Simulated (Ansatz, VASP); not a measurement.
Two plane-wave programs on SiO2

```
Si O
1.0
     4.11039    0.00000    0.00000
     0.00000    4.11039    0.00000
     0.00000    0.00000    2.62849
Si O
2 4
Direct
  0.00000 0.00000 0.00000
  0.50000 0.50000 0.50000
  0.30526 0.30526 0.00000
  0.19474 0.80526 0.50000
  0.69474 0.69474 0.00000
  0.80526 0.19474 0.50000
```

Change from the starting cell: volume scaled by 0.96, ions relaxed.

Alike in both runs: task relaxation of the atoms; functional PBE; k mesh 7 × 7 × 11; occupations fermi-dirac, width 0.02 eV; no spin polarisation.

|  | VASP | Ansatz |
| --- | --- | --- |
| version | VASP 6.6.1 | Ansatz 0.2.0 |
| potentials or method | VASP PAW PBE potentials, release 64 (Si, O) | plane-wave PAW, scalar-relativistic |
| plane-wave cutoff (eV) | 520 | 420 |
| valence electrons in the cell | 32 | 32 |

```tsv
	VASP	Ansatz	Ansatz less VASP
gap on the k mesh at the Fermi level, each at its own relaxed structure (eV)	6.39	6.40	+0.013
```

Ansatz's warnings: stress scf threshold loose.
